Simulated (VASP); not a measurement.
# Si (Fd-3m) in VASP: a series of runs, part 2 of 2

VASP 6.6.1. Earlier steps stand in the parts before.

## 3. Vibrations by perturbation theory, PBE

File INCAR:

```
PREC = Accurate ; ENCUT = 520
EDIFF = 1E-8 ; ISMEAR = 0
SIGMA = 0.01 ; LREAL = False
LASPH = True ; NELM = 60
ALGO = Normal ; ISIF = 2
LWAVE = False ; LCHARG = True
GGA = PE ; NBANDS = 11
IBRION = 8 ; NSW = 1
LEPSILON = True
```

File KPOINTS:

```
Automatic mesh
0
Gamma
  8 8 8
```

File POSCAR:

```
Si
1.0
    0.0000000000      2.7350742030      2.7350742030
    2.7350742030      0.0000000000      2.7350742030
    2.7350742030      2.7350742030      0.0000000000
Si
2
Direct
    0.2500000000      0.2500000000      0.2500000000
    0.0000000000      0.0000000000      0.0000000000
```

Potentials or basis: VASP PAW PBE potentials, release 64 (Si).

Started as:

```
cat potpaw_PBE.64/Si/POTCAR > POTCAR
mpirun -np 1 vasp_std > vasp.out
```

OUTCAR:

```text
PREC = Accurate
   ENCUT = 520
   EDIFF = 1E-8
   ISMEAR = 0
   LREAL = False
   LASPH = True
   NELM = 60
   ISIF = 2
   GGA = PE
   IBRION = 8
   NSW = 1
   LEPSILON = True

 ion  position               nearest neighbor table
   1  0.250  0.250  0.250-   2 2.37   2 2.37   2 2.37   2 2.37
   2  0.000  0.000  0.000-   1 2.37   1 2.37   1 2.37   1 2.37

  LATTYP: Found a face centered cubic cell.
 ALAT       =     5.4701484060

  Lattice vectors:

 A1 = (   0.0000000000,   2.7350742030,   2.7350742030)
 A2 = (   2.7350742030,   0.0000000000,   2.7350742030)
 A3 = (   2.7350742030,   2.7350742030,   0.0000000000)

Analysis of symmetry for initial positions (statically):
=====================================================================
 Subroutine PRICEL returns:
 Original cell was already a primitive cell.

 Routine SETGRP: Setting up the symmetry group for a
 face centered cubic supercell.

 Subroutine GETGRP returns: Found 48 space group operations
 (whereof 24 operations were pure point group operations)
 out of a pool of 48 trial point group operations.

The static configuration has the point symmetry T_d .
 The point group associated with its full space group is O_h .

Analysis of symmetry for dynamics (positions and initial velocities):
=====================================================================
 Subroutine PRICEL returns:
 Original cell was already a primitive cell.

 Routine SETGRP: Setting up the symmetry group for a
 face centered cubic supercell.
[... 590 lines left out ...]

 PIEZOELECTRIC TENSOR (including local field effects)  for field in x, y, z        (C/m^2)
          XX          YY          ZZ          XY          YZ          ZX
  --------------------------------------------------------------------------------
  x     0.00000     0.00000     0.00000     0.00000     0.00000     0.00000
  y     0.00000     0.00000     0.00000     0.00000     0.00000     0.00000
  z    -0.00000     0.00000     0.00000     0.00000     0.00000     0.00000

 BORN EFFECTIVE CHARGES (including local field effects) (in |e|, cummulative output)
 ---------------------------------------------------------------------------------
 ion    1
    1    -0.00000    -0.00000     0.00000
    2     0.00000    -0.00000     0.00000
    3    -0.00000     0.00000    -0.00000
 ion    2
    1     0.00000     0.00000     0.00000
    2    -0.00000     0.00000    -0.00000
    3     0.00000    -0.00000     0.00000

 INTERNAL STRAIN TENSOR FOR ION    2 for displacements in x,y,z  (eV/Angst):
          X           Y           Z          XY          YZ          ZX
  --------------------------------------------------------------------------------
  x     0.00000     0.00000     0.00000     0.00000     8.67482     0.00000
  y     0.00000     0.00000     0.00000     0.00000     0.00000     8.67482
  z     0.00000     0.00000     0.00000     8.67482     0.00000     0.00000

 SECOND DERIVATIVES (NOT SYMMETRIZED)
 ------------------------------------
               1X          1Y          1Z          2X          2Y          2Z
  1X   -13.046718    0.000000    0.000000   13.046718    0.000000    0.000000
  1Y     0.000000  -13.046718    0.000000    0.000000   13.046718    0.000000
  1Z     0.000000    0.000000  -13.046718    0.000000    0.000000   13.046718
  2X    13.046718    0.000000    0.000000  -13.046718    0.000000    0.000000
  2Y     0.000000   13.046718    0.000000    0.000000  -13.046718    0.000000
  2Z     0.000000    0.000000   13.046718    0.000000    0.000000  -13.046718

 Eigenvectors and eigenvalues of the dynamical matrix
 ----------------------------------------------------

   1 f  =   15.068816 THz    94.680166 2PiTHz  502.641612 cm-1    62.319589 meV
             X         Y         Z           dx          dy          dz
      1.367537  1.367537  1.367537     0.000000   -0.707107    0.000000
      0.000000  0.000000  0.000000     0.000000    0.707107    0.000000
[... 21 lines left out ...]
   6 f  =    0.000000 THz     0.000000 2PiTHz    0.000000 cm-1     0.000000 meV
             X         Y         Z           dx          dy          dz
      1.367537  1.367537  1.367537     0.000000    0.000000    0.707107
      0.000000  0.000000  0.000000     0.000000    0.000000    0.707107

--------------------------------------------------------------------------------------------------------

 MACROSCOPIC STATIC DIELECTRIC TENSOR IONIC CONTRIBUTION
 ------------------------------------------------------
           0.000000     0.000000     0.000000
           0.000000     0.000000    -0.000000
           0.000000    -0.000000     0.000000
 ------------------------------------------------------

 ELASTIC MODULI CONTR FROM IONIC RELAXATION (kBar)
 Direction    XX          YY          ZZ          XY          YZ          ZX
 --------------------------------------------------------------------------------
 XX          -0.0000     -0.0000     -0.0000     -0.0000      0.0000     -0.0000
 YY          -0.0000     -0.0000     -0.0000     -0.0000     -0.0000      0.0000
 ZZ          -0.0000     -0.0000     -0.0000      0.0000     -0.0000     -0.0000
 XY          -0.0000     -0.0000      0.0000   -225.8361      0.0000      0.0000
 YZ           0.0000     -0.0000     -0.0000      0.0000   -225.8361      0.0000
 ZX          -0.0000      0.0000     -0.0000      0.0000      0.0000   -225.8361
 --------------------------------------------------------------------------------

 PIEZOELECTRIC TENSOR IONIC CONTR  for field in x, y, z        (C/m^2)
          XX          YY          ZZ          XY          YZ          ZX
  --------------------------------------------------------------------------------
  x     0.00000     0.00000     0.00000    -0.00000     0.00000     0.00000
  y     0.00000    -0.00000     0.00000    -0.00000    -0.00000     0.00000
  z     0.00000     0.00000    -0.00000     0.00000     0.00000    -0.00000
```

stdout:

```text
POSCAR found type information on POSCAR Si
 POSCAR found :  1 types and       2 ions
 scaLAPACK will be used
 LDA part: xc-table for (Slater+PW92), standard interpolation
 POSCAR, INCAR and KPOINTS ok, starting setup
 FFT: planning ... GRIDC
 FFT: planning ... GRID_SOFT
 FFT: planning ... GRID
 WAVECAR not read
 entering main loop
 Linear response reoptimize wavefunctions to high precision
 Linear response G [H, r] |phi>, progress :
  Direction:   1
 Linear response G [H, r] |phi>, progress :
  Direction:   2
 Linear response G [H, r] |phi>, progress :
  Direction:   3
 Linear response to external field (no local field effect), progress :
  Direction:   1
 dielectric tensor                  component  1 :    18.451    10.538     2.053
 Linear response to external field (no local field effect), progress :
  Direction:   2
 dielectric tensor                  component  2 :    10.538    18.581    -2.252
 Linear response to external field (no local field effect), progress :
  Direction:   3
 dielectric tensor                  component  3 :     2.053    -2.252     7.270
 Linear response to external field, progress :
  Direction:   1
 dielectric tensor                  component  1 :    14.148     7.235     1.775
 Linear response to external field, progress :
  Direction:   2
 dielectric tensor                  component  2 :     6.932    14.148    -1.378
 Linear response to external field, progress :
  Direction:   3
 dielectric tensor                  component  3 :     1.384     4.024    14.148
 Linear response DOF=           1
 Linear response progress:
 first order change of Fermi-energy   0.14087E-03
 force on displaced ion       1 direction 1 : -13.047   0.000   0.000
 Born effective charge ion    1 direction 1 :  -0.097   0.000   0.000
 Born effective charges drift removed
 Linear response finished
```

It took 2.1 min on 1 thread of Intel Xeon Platinum 8559C (Emerald Rapids), shared host; peak memory 0.23 GiB.

Results:

| Quantity | Value |
| --- | --- |
| Electronic dielectric tensor (diagonal) | 14.15 |
| Born charges (mean of the diagonal) | Si +0.00 e |
| Highest phonon frequency at Γ | 503 cm⁻¹ |

Phonon frequencies in cm⁻¹ (negative: imaginary):
```csv
q point,frequencies
"(0.000, 0.000, 0.000)",0 0 0 503 503 503
```

Electronic dielectric tensor:
```
14.15  0.00  0.00
 0.00 14.15  0.00
 0.00  0.00 14.15
```

Born effective charge tensors (e):
atom 1, Si
```
0.00 0.00 0.00
0.00 0.00 0.00
0.00 0.00 0.00
```
atom 2, Si
```
0.00 0.00 0.00
0.00 0.00 0.00
0.00 0.00 0.00
```

## 4. Elastic constants, PBE

File INCAR:

```
SYSTEM = Si
  ALGO = Normal
  EDIFF = 1E-8
  ENCUT = 600
  GGA = PE
  IBRION = 6
  ISIF = 3
  ISMEAR = 0
  LASPH = .TRUE.
  LCHARG = .FALSE.
  LREAL = .FALSE.
  LWAVE = .FALSE.
  NELM = 60
  NFREE = 2
  NSW = 1
  POTIM = 0.015
  PREC = Accurate
  SIGMA = 0.01
```

File KPOINTS:

```
k-points
0
G
  8 8 8
  0 0 0
```

POSCAR is that of step 3.

Started as:

```
cat potpaw_PBE.64/Si/POTCAR > POTCAR
mpirun -np 1 vasp_std > vasp.out
```

Run time: 3.9 min. Hardware: 1 thread of Intel Xeon 6975P-C, shared host; peak memory 0.24 GiB.

The run converged. Its results:

- Elastic constants C11, C12, C44: 153, 57, 75 GPa
- Voigt bulk modulus: 89 GPa
- Highest phonon frequency at Γ: 502 cm⁻¹

Phonon frequencies in cm⁻¹ (negative: imaginary):
```
              q point        frequencies
(0.000, 0.000, 0.000)  0 0 0 502 502 502
```

Elastic tensor in Voigt notation (GPa, in the Cartesian axes of the cell as first typed):
```
153  57  57   0   0   0
 57 153  57   0   0   0
 57  57 153   0   0   0
  0   0   0  75   0   0
  0   0   0   0  75   0
  0   0   0   0   0  75
```

Clamped-ion elastic tensor (GPa):
```
153  57  57   0   0   0
 57 153  57   0   0   0
 57  57 153   0   0   0
  0   0   0  99   0   0
  0   0   0   0  99   0
  0   0   0   0   0  99
```
